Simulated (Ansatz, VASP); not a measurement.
**AlN in VASP and in Ansatz**

POSCAR

```
AlN
1.0
    2.9513590734      0.0000000000      0.0000000000
   -1.4756795367      2.5559519332      0.0000000000
    0.0000000000      0.0000000000      4.7296619702
Al N
2 2
Direct
    0.3333333333      0.6666666667     -0.0037165980
    0.6666666667      0.3333333333      0.4962834020
    0.3333333333      0.6666666667      0.3787165980
    0.6666666667      0.3333333333      0.8787165980
```

INCAR.step1

```
SYSTEM = AlN
  ALGO = Normal
  EDIFF = 1E-5
  ENCUT = 520
  GGA = PE
  ISIF = 2
  ISMEAR = 0
  LASPH = .TRUE.
  LCHARG = .FALSE.
  LREAL = .FALSE.
  LWAVE = .TRUE.
  NBANDS = 16
  NELM = 80
  PREC = Accurate
  SIGMA = 0.01
```

INCAR.step2

```
SYSTEM = AlN
  ALGO = Normal
  EDIFF = 1E-6
  ENCUT = 520
  GGA = PE
  HFSCREEN = 0.2079
  ISIF = 2
  ISMEAR = 0
  ISTART = 1
  LASPH = .TRUE.
  LCHARG = .FALSE.
  LHFCALC = .TRUE.
  LREAL = .FALSE.
  LWAVE = .FALSE.
  NBANDS = 16
  NELM = 80
  PREC = Accurate
  PRECFOCK = Normal
  SIGMA = 0.01
```

The input KPOINTS:

```
k-points
0
G
  6 6 4
  0 0 0
```

Input for Ansatz:

```yaml
crystal:
  lattice:
    - [2.9513590734, 0.0, 0.0]
    - [-1.4756795367, 2.5559519332, 0.0]
    - [0.0, 0.0, 4.7296619702]
  atoms:
    - { symbol: Al, position: [0.3333333333, 0.6666666667, -0.003716598] }
    - { symbol: Al, position: [0.6666666667, 0.3333333333, 0.496283402] }
    - { symbol: "N", position: [0.3333333333, 0.6666666667, 0.378716598] }
    - { symbol: "N", position: [0.6666666667, 0.3333333333, 0.878716598] }
kpoints:
  mp_grid: { grid: [6, 6, 4] }
  band_path:
    path:
      - [0.0, 0.0, 0.0]
      - [0.5, 0.0, 0.0]
      - [0.3333333333, 0.3333333333, 0.0]
      - [0.0, 0.0, 0.5]
      - [0.5, 0.0, 0.5]
      - [0.3333333333, 0.3333333333, 0.5]
    npoints: 1
hamiltonian:
  xc: hse06
scf:
  occupations: { method: fixed }
  n_extra_bands: 5
output:
  forces: true
  stress: true
  eigenvalues: true
  write_density: true
  write_potential: true
  elf: true
  volumetric_format: npy
```

Change from the starting cell: hydrostatic strain -5.0%.

Alike in both runs: task single point; functional HSE06; k mesh 6 × 6 × 4; no spin polarisation.

```csv
,VASP,Ansatz
version,VASP 6.6.1,Ansatz 0.2.0
potentials or method,"VASP PAW PBE potentials, release 64 (Al, N)","plane waves, PAW"
plane-wave cutoff (eV),520,420
occupations,"gaussian, width 0.01 eV",fixed
valence electrons in the cell,16,16
```

VASP gave:

* gap on the k mesh at the Fermi level (eV): 6.45
* pressure (GPa): 42.9
* traceless stress, the component that is largest in VASP (GPa): -2.98
* rms of the force components (eV/Å): 0.003

Task: Which values does Ansatz return?

Result: gap on the k mesh at the Fermi level (eV): 6.45; pressure (GPa): 42.7; traceless stress, the component that is largest in VASP (GPa): -3.08; rms of the force components (eV/Å): 0.005.

Atom by atom the forces differ by 0.002 eV/Å (rms over components). Both programs put the cell under a high pressure, so it lies far from rest at this level. Ansatz's warnings: stress exchange threshold loose, stress scf threshold loose.
